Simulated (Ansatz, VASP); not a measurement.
# Two plane-wave programs on B

```
CELL_PARAMETERS angstrom
3.29578 0.00000 0.00000
0.00000 3.29578 0.00000
0.00000 0.00000 2.54447
ATOMIC_POSITIONS crystal
B 0.33849 0.00000 0.75000
B 0.66151 0.00000 0.25000
B 0.00000 0.33849 0.00000
B 0.00000 0.66151 0.50000
```

Alike in both runs: task single point; functional PBE; k mesh 6 × 6 × 6; occupations gaussian, width 0.1 eV; no spin polarisation.

```csv
,VASP,Ansatz
version,VASP 6.6.1,Ansatz 0.2.0
potentials or method,"VASP PAW PBE potentials, release 64 (B), cutoff 520 eV","scalar-relativistic, plane waves, PAW"
valence electrons in the cell,12,12
```

Ansatz gave:

| Property | Result |
| --- | --- |
| gap on the k mesh at the Fermi level (eV) | none |
| rms of the force components (eV/Å) | 0.299 |

**Question.** Estimate VASP's values.

**Answer.** gap on the k mesh at the Fermi level (eV): none; rms of the force components (eV/Å): 0.301.

Atom by atom the forces differ by 0.002 eV/Å (rms over components). A gap of «none» marks a metal or a gap that the smearing closes. The functional is the same, so the differences come from potentials, cutoffs and numerics.

The k mesh is coarse, so the values compare programs but aren't converged.
